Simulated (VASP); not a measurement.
# AlGaN2 (P-4m2) in VASP: single point with r2SCAN

Aim: the single point of AlGaN2 with r2SCAN.

All numbers are computed with VASP 6.6.1; they aren't measurements. Logs are shortened: lines on timing, memory, paths and dates and some standing lists are left out, and cuts for length are marked.

**1. The cell of the first run**

Symmetry: P-4m2, No. 115, tetragonal system. The conventional cell has a = 3.141 Å, b = 3.141 Å, c = 4.357 Å, α = 90.00°, β = 90.00°, γ = 90.00°. Al (site symmetry -4m2) has 4 N at 1.88 Å within 2.5 Å. Within 2.6 Å of Ga (site symmetry -4m2) lie 4 N at 1.94 Å. N (site symmetry 2mm) has 2 Al at 1.88 Å and 2 Ga at 1.94 Å within 2.5 Å.

**2. Single point, r2SCAN (strain +0.000 along x and y, -0.015 along z)**

Contents of POSCAR:

```
AlGaN2
1.0
    3.1408770487      0.0000000000      0.0000000000
    0.0000000000      3.1408770487      0.0000000000
    0.0000000000      0.0000000000      4.3574803709
Al Ga N
1 1 2
Direct
    0.5000000000      0.5000000000      0.5000000000
    0.0000000000      0.0000000000      0.0000000000
    0.5000000000      0.0000000000      0.7382648100
    0.0000000000      0.5000000000      0.2617351900
```

Contents of INCAR.step1:

```
  PREC = Accurate
  ENCUT = 1460
  ISMEAR = 0
  SIGMA = 0.05
  LREAL = False
  LASPH = True
  NELM = 120
  NBANDS = 21
  GGA = PE
  ALGO = Normal
  EDIFF = 1E-5
  LWAVE = True
  LCHARG = False
  GGA_COMPAT = False
```

Contents of INCAR.step2:

```
  PREC = Accurate
  ENCUT = 1460
  EDIFF = 1E-6
  ISMEAR = 0
  SIGMA = 0.05
  LREAL = False
  LASPH = True
  NELM = 120
  ALGO = Normal
  ISIF = 2
  LWAVE = False
  LCHARG = False
  METAGGA = R2SCAN
  LMIXTAU = True
  NBANDS = 21
  ISTART = 1
  GGA_COMPAT = False
```

Contents of KPOINTS:

```
regular mesh
0
Gamma
  8 8 6
```

Potentials or basis: VASP PAW PBE potentials, release 64 (Al, Ga_d, N_h).

Run with:

```sh
> cat potpaw_PBE.64/Al/POTCAR potpaw_PBE.64/Ga_d/POTCAR potpaw_PBE.64/N_h/POTCAR > POTCAR
> cp INCAR.step1 INCAR
> mpirun -np 1 vasp_std > vasp.out
> cp INCAR.step2 INCAR
> mpirun -np 1 vasp_std > vasp.out
```

OUTCAR:

```text
PREC = Accurate
   ENCUT = 1460
   EDIFF = 1E-6
   ISMEAR = 0
   LREAL = False
   LASPH = True
   NELM = 120
   ISIF = 2
   METAGGA = R2SCAN
   ISTART = 1

 ion  position               nearest neighbor table
   1  0.500  0.500  0.500-   3 1.88   4 1.88   3 1.88   4 1.88   2 3.11   2 3.11   2 3.11   2 3.11
                             2 3.11   2 3.11   2 3.11   2 3.11
   2  0.000  0.000  0.000-   3 1.94   4 1.94   4 1.94   3 1.94   1 3.11   1 3.11   1 3.11   1 3.11
                             1 3.11   1 3.11   1 3.11   1 3.11
   3  0.500  0.000  0.738-   1 1.88   1 1.88   2 1.94   2 1.94
   4  0.000  0.500  0.262-   1 1.88   1 1.88   2 1.94   2 1.94

  LATTYP: Found a simple tetragonal cell.
 ALAT       =     3.1408770487
 C/A-ratio  =     1.3873450961

  Lattice vectors:

 A1 = (   3.1408770487,   0.0000000000,   0.0000000000)
 A2 = (   0.0000000000,   3.1408770487,   0.0000000000)
 A3 = (   0.0000000000,   0.0000000000,   4.3574803709)

Analysis of symmetry for initial positions (statically):
=====================================================================
 Subroutine PRICEL returns:
 Original cell was already a primitive cell.

 Routine SETGRP: Setting up the symmetry group for a
 simple tetragonal supercell.

 Subroutine GETGRP returns: Found  8 space group operations
 (whereof  8 operations were pure point group operations)
 out of a pool of 16 trial point group operations.

The static configuration has the point symmetry D_2d.

Analysis of symmetry for dynamics (positions and initial velocities):
=====================================================================
 Subroutine PRICEL returns:
 Original cell was already a primitive cell.

 Routine SETGRP: Setting up the symmetry group for a
 simple tetragonal supercell.

 Subroutine GETGRP returns: Found  8 space group operations
 (whereof  8 operations were pure point group operations)
 out of a pool of 16 trial point group operations.

The dynamic configuration has the point symmetry D_2d.

 Subroutine INISYM returns: Found  8 space group operations
 (whereof  8 operations are pure point group operations),
 and found     1 'primitive' translations

----------------------------------------------------------------------------------------

                                     Primitive cell

  volume of cell :      42.9870

  direct lattice vectors                    reciprocal lattice vectors
     3.140877049  0.000000000  0.000000000     0.318382409  0.000000000  0.000000000
     0.000000000  3.140877049  0.000000000     0.000000000  0.318382409  0.000000000
     0.000000000  0.000000000  4.357480371     0.000000000  0.000000000  0.229490420

  length of vectors
     3.140877049  3.140877049  4.357480371     0.318382409  0.318382409  0.229490420

  position of ions in fractional coordinates (direct lattice)
     0.500000000  0.500000000  0.500000000
     0.000000000  0.000000000  0.000000000
     0.500000000  0.000000000  0.738264810
     0.000000000  0.500000000  0.261735190

  ion indices of the primitive-cell ions
   primitive index   ion index
                 1           1
                 2           2
                 3           3
                 4           4

----------------------------------------------------------------------------------------

 KPOINTS: regular mesh

Automatic generation of k-mesh.
 Grid dimensions read from file:
 generate k-points for:    8    8    6

 Generating k-lattice:

  Cartesian coordinates                     Fractional coordinates (reciprocal lattice)
     0.039797801  0.000000000  0.000000000     0.125000000  0.000000000  0.000000000
     0.000000000  0.039797801  0.000000000     0.000000000  0.125000000  0.000000000
     0.000000000  0.000000000  0.038248403     0.000000000  0.000000000  0.166666667

  Length of vectors
     0.039797801  0.039797801  0.038248403

  Shift w.r.t. Gamma in fractional coordinates (k-lattice)
     0.000000000  0.000000000  0.000000000

 Subroutine IBZKPT returns following result:
 ===========================================

 Found     60 irreducible k-points:

 Following reciprocal coordinates:
            Coordinates               Weight
  0.000000  0.000000  0.000000      1.000000
  0.125000  0.000000  0.000000      4.000000
  0.250000  0.000000  0.000000      4.000000
  0.375000  0.000000  0.000000      4.000000
  0.500000  0.000000  0.000000      2.000000
  0.125000  0.125000  0.000000      4.000000
[... 16 lines left out ...]
  0.375000  0.125000  0.166667     16.000000
  0.500000  0.125000  0.166667      8.000000
 [... further k-points ...]
   k-points           NKPTS =     60   k-points in BZ     NKDIM =     60   number of bands    NBANDS=     21
   number of dos      NEDOS =    301   number of ions     NIONS =      4
   total plane-waves  NPLWV =  86400
   dimension x,y,z NGX =    40 NGY =   40 NGZ =   54
   dimension x,y,z NGXF=    80 NGYF=   80 NGZF=  108
   ions per type =               1   1   2
   NGX,Y,Z   is equivalent  to a cutoff of  21.17, 21.17, 20.60 a.u.
   NGXF,Y,Z  is equivalent  to a cutoff of  42.34, 42.34, 41.20 a.u.
 SYSTEM =  unknown system
   PREC   = accura    normal or accurate (medium, high low for compatibility)
   ISTART =      1    job   : 0-new  1-cont  2-samecut
   ICHARG =      0    charge: 1-file 2-atom 10-const
   ISPIN  =      1    spin polarized calculation?
   LNONCOLLINEAR =      F non collinear calculations
   LSORBIT =      F    spin-orbit coupling
   LASPH  =      T    aspherical Exc in radial PAW
   ENCUT  = 1460.0 eV 107.31 Ry   10.36 a.u.   9.79  9.79 13.58*2*pi/ulx,y,z
   NELM   =    120;   NELMIN=  2; NELMDL=  0     # of ELM steps
   EDIFF  = 0.1E-05   stopping-criterion for ELM
   LREAL  =      F    real-space projection
   EDIFFG = 0.1E-04   stopping-criterion for IOM
   NSW    =      0    number of steps for IOM
   IBRION =     -1    ionic relax: 0-MD 1-quasi-New 2-CG
   NFREE  =      0    steps in history (QN), initial steepest desc. (CG)
   ISIF   =      2    stress and relaxation
   ISYM   =      2    0-nonsym 1-usesym 2-fastsym
   POTIM  = 0.5000    time-step for ionic-motion
   TEBEG  =    0.0;   TEEND  =   0.0 temperature during run
   PSTRESS=    0.0 pullay stress
   NELECT =      26.0000    total number of electrons
   NUPDOWN=      -1.0000    fix difference up-down
   EMIN   =  10.00;   EMAX   =-10.00  energy-range for DOS
   EFERMI =   0.00;   METHOD = LEGACY
   ISMEAR =     0;   SIGMA  =   0.05  broadening in eV -4-tet -1-fermi 0-gaus
   EFERMI_NEDOS =   21; number of points for ismear=-14 and -15
   IALGO  =     38    algorithm
   IMIX   =      4    mixing-type and parameters
     AMIX     =   0.40;   BMIX     =  1.00
     AMIX_MAG =   1.60;   BMIX_MAG =  1.00
  volume/ion in A,a.u.               =      10.75        72.52
  Fermi-wavevector in a.u.,A,eV,Ry     =   1.384480  2.616289 26.079460  1.916786
  Thomas-Fermi vector in A             =   2.508981
   LORBIT       =      0    0 simple, 1 ext, 2 COOP (PROOUT), +10 PAW based schemes
   METAGGA = R2SCAN    functional components
   LHFCALC =     F    Hartree Fock is set to
   AEXX    =    0.0000 exact exchange contribution
   IVDW    =     0    specifies the selected vdW correction
   LEPSILON=     F    determine dielectric tensor
   LRPA    =     F    only Hartree local field effects (RPA)
 non-spin polarized calculation
 Gauss-broadening in eV      SIGMA  =   0.05
  energy-cutoff  :     1460.00
  volume of cell :       42.99
 maximum number of plane-waves:      5492
 NGX is ok and might be reduce to    40
   NGX = 19   NGY = 19   NGZ = 27

 number of electron      26.0000001 magnetization

 Free energy of the ion-electron system (eV)
  ---------------------------------------------------
  ext. energy  EPLUGINS =         0.00000000
  ---------------------------------------------------
  free energy    TOTEN  =       -41.06832982 eV

  energy without entropy =      -41.06832982  energy(sigma->0) =      -41.06832982

 E-fermi :   6.0925     XC(G=0): -12.1395

 val. band max:        5.8282197249   @ k =   0.0000   0.0000   0.0000
 cond. band min:       9.3219820413   @ k =   0.0000   0.0000   0.0000
 fundamental gap:      3.4937623164
 Fermi energy:         6.0925070078

 k-point     1 :       0.0000    0.0000    0.0000
  band No.  band energies     occupation
      1     -10.5478      2.00000
      2      -8.8834      2.00000
      3      -7.4781      2.00000
      4      -7.4781      2.00000
      5      -7.4050      2.00000
      6      -7.2374      2.00000
[... 13 lines left out ...]
     20      19.9836      0.00000
     21      22.0018      0.00000

 k-point     2 :       0.1250    0.0000    0.0000
  band No.  band energies     occupation
      1     -10.4129      2.00000
      2      -8.8866      2.00000
      3      -7.4836      2.00000
      4      -7.4753      2.00000
      5      -7.3829      2.00000
      6      -7.2491      2.00000
[... 13 lines left out ...]
     20      19.7731      0.00000
     21      21.4611      0.00000

 k-point     3 :       0.2500    0.0000    0.0000
  band No.  band energies     occupation
      1     -10.0483      2.00000
      2      -8.9114      2.00000
      3      -7.4685      2.00000
      4      -7.4649      2.00000
      5      -7.3114      2.00000
      6      -7.2771      2.00000
[... 13 lines left out ...]
     20      19.1815      0.00000
     21      20.2870      0.00000
[... 457 lines left out ...]
 k-point    23 :       0.3750    0.1250    0.1667
  band No.  band energies     occupation
      1      -9.4569      2.00000
      2      -8.9813      2.00000
      3      -7.4677      2.00000
      4      -7.3678      2.00000
      5      -7.3265      2.00000
      6      -7.0663      2.00000
[... 13 lines left out ...]
     20      19.0031      0.00000
     21      19.2455      0.00000

 k-point    24 :       0.5000    0.1250    0.1667
  band No.  band energies     occupation
      1      -9.2139      2.00000
      2      -9.0754      2.00000
      3      -7.4610      2.00000
      4      -7.3507      2.00000
      5      -7.3393      2.00000
      6      -6.7993      2.00000
[... 13 lines left out ...]
     20      18.9744      0.00000
     21      19.0117      0.00000

 [... further k-points ...]

------------------------ aborting loop because EDIFF is reached ----------------------------------------

  FORCE on cell =-STRESS in cart. coord.  units (eV):
  Direction    XX          YY          ZZ          XY          YZ          ZX
  --------------------------------------------------------------------------------------
  -------------------------------------------------------------------------------------
  Total        0.6276816      0.6276816      1.1631620      0.0000000      0.0000000      0.0000000
  in kB       23.3944400     23.3944400     43.3524323      0.0000000      0.0000000      0.0000000
  external PRESSURE =      30.0471041 kB  Pullay stress =       0.0000000 kB

 VOLUME and BASIS-vectors are now :
 -----------------------------------------------------------------------------
  energy-cutoff  :     1460.00
  volume of cell :       42.99
      direct lattice vectors                 reciprocal lattice vectors
     3.140877049  0.000000000  0.000000000     0.318382409  0.000000000  0.000000000
     0.000000000  3.140877049  0.000000000     0.000000000  0.318382409  0.000000000
     0.000000000  0.000000000  4.357480371     0.000000000  0.000000000  0.229490420

 POSITION                                       TOTAL-FORCE (eV/Angst)
 -----------------------------------------------------------------------------------
      1.57044      1.57044      2.17874         0.000000      0.000000     -0.000000
      0.00000      0.00000      0.00000         0.000000     -0.000000     -0.000000
      1.57044      0.00000      3.21697        -0.000000     -0.000000     -0.026591
      0.00000      1.57044      1.14051        -0.000000     -0.000000      0.026591
 -----------------------------------------------------------------------------------
    total drift:                               -0.000000      0.000000     -0.000000

  FREE ENERGIE OF THE ION-ELECTRON SYSTEM (eV)
  ---------------------------------------------------
  free  energy   TOTEN  =       -41.0683298168 eV

  energy  without entropy=      -41.0683298168  energy(sigma->0) =      -41.06832982
```

Wall time 7.6 min (1 thread of Intel Xeon Platinum 8488C (Sapphire Rapids), shared host); peak memory 0.5 GiB.

Results:

| Quantity | Value |
| --- | --- |
| Free energy | -41.0683 eV |
| Pressure | 3.0 GPa |
| Largest force | 0.027 eV/Å |
| Band gap on the k mesh | 3.49 eV |

Forces in eV/Å, atoms in the order of the input:
```
Al   0.000  0.000  0.000
Ga   0.000  0.000  0.000
N    0.000  0.000 -0.027
N    0.000  0.000  0.027
```

Levels at points of the mesh, in eV from the valence-band top:
```
           k point  band 9  band 10  band 11  band 12  band 13  band 14  band 15  band 16  band 17  band 18
(0.00, 0.00, 0.00)   -2.49    -2.49    -0.17     0.00     0.00     3.49     4.08     8.31    12.23    12.23
(0.50, 0.00, 0.00)   -4.52    -2.94    -2.84    -1.11    -0.72     7.86     7.89     8.70     9.20    11.42
(0.50, 0.50, 0.00)   -5.10    -2.32    -2.28    -2.28    -2.27     3.90     3.90     7.20     9.71    13.70
(0.00, 0.00, 0.50)   -2.49    -1.69    -1.69    -1.03    -1.03     5.93     6.13     8.80    10.10    12.19
(0.50, 0.00, 0.50)   -6.32    -1.09    -0.85    -0.59    -0.52     5.95     7.42    10.11    10.39    10.89
(0.50, 0.50, 0.50)   -4.46    -4.08    -3.37    -3.27    -3.27     6.94     6.94     9.80    11.73    12.26
```

Caveat: the cell differs from its parent crystal (strain +0.000 along x and y, -0.015 along z); the cell stands under pressure; the PAW data sets were made with another functional, which shifts forces and pressure a little. A k mesh can miss the band edges.
